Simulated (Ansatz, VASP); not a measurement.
# One calculation of Sr, two programs

```xyz
2
Lattice="4.2238 0.0000 0.0000 -2.1119 3.6579 0.0000 0.0000 0.0000 7.0500" Properties=species:S:1:pos:R:3 pbc="T T T"
Sr    0.0000    2.4386    1.7625
Sr    2.1119    1.2193    5.2875
```

Change from the starting cell: equal xx and yy strain of -2 %, crystal datasets.

Alike in both runs: task electric field gradients; functional LDA; k mesh 10 × 10 × 5; occupations fermi-dirac, width 0.08 eV; no spin polarisation.

|  | VASP | Ansatz |
| --- | --- | --- |
| version | VASP 6.6.1 | Ansatz 0.2.0 |
| potentials or method | VASP PAW LDA potentials, release 64 (Sr_sv), cutoff 520 eV | all-electron PAW with datasets made for the crystal, scalar-relativistic |

VASP gave:

* pressure (GPa): -1.2
* traceless stress, the component that is largest in VASP (GPa): -0.22
* size of Vzz on the site where it differs most (V/Å²): 6.9

Estimate Ansatz's values.

pressure (GPa): -1.2; traceless stress, the component that is largest in VASP (GPa): -0.21; size of Vzz on the site where it differs most (V/Å²): 7.2.

LDA's correlation is that of Perdew and Zunger in VASP and of Perdew and Wang (1992) in Ansatz. Ansatz ran all-electron here, and VASP with PAW potentials.
